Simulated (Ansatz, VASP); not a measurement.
**One calculation of SnSe2, two programs**

Contents of INCAR:

```
SYSTEM = SnSe2
PREC     = Accurate       ! precision mode
ENCUT    = 520            ! plane-wave cutoff, eV
EDIFF    = 1E-6           ! SCF threshold, eV
ISMEAR   = 0              ! smearing method
SIGMA    = 0.05           ! smearing width, eV
LREAL    = .FALSE.        ! projectors in reciprocal space
LASPH    = .TRUE.         ! aspherical terms in the spheres
NELM     = 100            ! most SCF steps
ALGO     = Normal         ! electronic algorithm
ISIF     = 2              ! what is computed and relaxed
LWAVE    = .FALSE.        ! write WAVECAR
LCHARG   = .TRUE.         ! write CHGCAR
GGA      = PE             ! functional
LELF     = .TRUE.         ! ELF
LVHAR    = .TRUE.       
NBANDS   = 20             ! bands
```

Contents of KPOINTS:

```
Automatic mesh
0
G
  12 12 6
  0 0 0
```

The input POSCAR:

```
SnSe2
1.0
    3.8109987816      0.0000000000      0.0000000000
   -1.9054993908      3.3004217586      0.0000000000
    0.0000000000      0.0000000000      6.1370000000
Sn Se
1 2
Direct
    0.0000000000      0.0000000000      0.0000000000
    0.3333333333      0.6666666667      0.2011161805
    0.6666666667      0.3333333333      0.7500000000
```

Input for Ansatz:

```yaml
crystal:
  lattice:
    - [3.8109987816, 0.0, 0.0]
    - [-1.9054993908, 3.3004217586, 0.0]
    - [0.0, 0.0, 6.137]
  atoms:
    - { symbol: Sn, position: [0.0, 0.0, 0.0] }
    - { symbol: Se, position: [0.3333333333, 0.6666666667, 0.2011161805] }
    - { symbol: Se, position: [0.6666666667, 0.3333333333, 0.75] }
basis:
  ecutwfc: 420
kpoints:
  mp_grid: { grid: [12, 12, 6] }
hamiltonian:
  xc: pbe
scf:
  occupations: { method: gaussian, width: 0.05 }
output:
  forces: true
  stress: true
  eigenvalues: true
```

Alike in both runs: task single point; functional PBE; k mesh 12 × 12 × 6; occupations gaussian, width 0.05 eV; no spin polarisation.

```csv
,VASP,Ansatz
version,VASP 6.6.1,Ansatz 0.2.0
potentials or method,"VASP PAW PBE potentials, release 64 (Sn_d, Se), cutoff 520 eV","scalar-relativistic, plane waves, PAW"
valence electrons in the cell,26,46
```

Ansatz gave:

```
gap on the k mesh at the Fermi level (eV)                     : 0.81
least direct gap on the mesh (eV)                             : 0.89
pressure (GPa)                                                : 12.8
traceless stress, the component that is largest in VASP (GPa) : 1.22
rms of the force components (eV/Å)                            : 1.564
```

Task: What did VASP give for the same quantities?

Result: gap on the k mesh at the Fermi level (eV): 0.80; least direct gap on the mesh (eV): 0.88; pressure (GPa): 12.9; traceless stress, the component that is largest in VASP (GPa): 1.17; rms of the force components (eV/Å): 1.573.

Atom by atom the forces differ by 0.009 eV/Å (rms over components). VASP's potentials hold 26 valence electrons a cell and Ansatz's 46, so a difference there can come from the potentials and not from the codes.
